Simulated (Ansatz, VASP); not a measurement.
One calculation of RbCaH3, two programs

```xyz
5
Lattice="4.5403 0.0000 0.0000 0.0000 4.5403 0.0000 0.0000 0.0000 4.5403" Properties=species:S:1:pos:R:3 pbc="T T T"
Rb    0.0000    0.0000    0.0000
Ca    2.2701    2.2701    2.2701
H     0.0000    2.2701    2.2701
H     2.2701    0.0000    2.2701
H     2.2701    2.2701    0.0000
```

Alike in both runs: task relaxation of cell and atoms; functional LDA; k mesh 6 × 6 × 6; occupations gaussian, width 0.02 eV; no spin polarisation.

|  | VASP | Ansatz |
| --- | --- | --- |
| version | VASP 6.6.1 | Ansatz 0.2.0 |
| potentials or method | VASP PAW LDA potentials, release 64 (Rb_sv, Ca_sv, H), cutoff 600 eV | scalar-relativistic, plane waves, PAW |
| valence electrons in the cell | 22 | 22 |

VASP gave:

| Property | Result |
| --- | --- |
| gap on the k mesh at the Fermi level, each at its own relaxed structure (eV) | 2.82 |
| relaxed volume (Å³/atom) | 17.08 |
| relaxed cell length with the largest relative difference (Å) | 4.403 |

Q: What did Ansatz give for the same quantities?

A: gap on the k mesh at the Fermi level, each at its own relaxed structure (eV): 2.83; relaxed volume (Å³/atom): 17.01; relaxed cell length with the largest relative difference (Å): 4.398.

LDA's correlation is that of Perdew and Zunger in VASP and of Perdew and Wang (1992) in Ansatz.
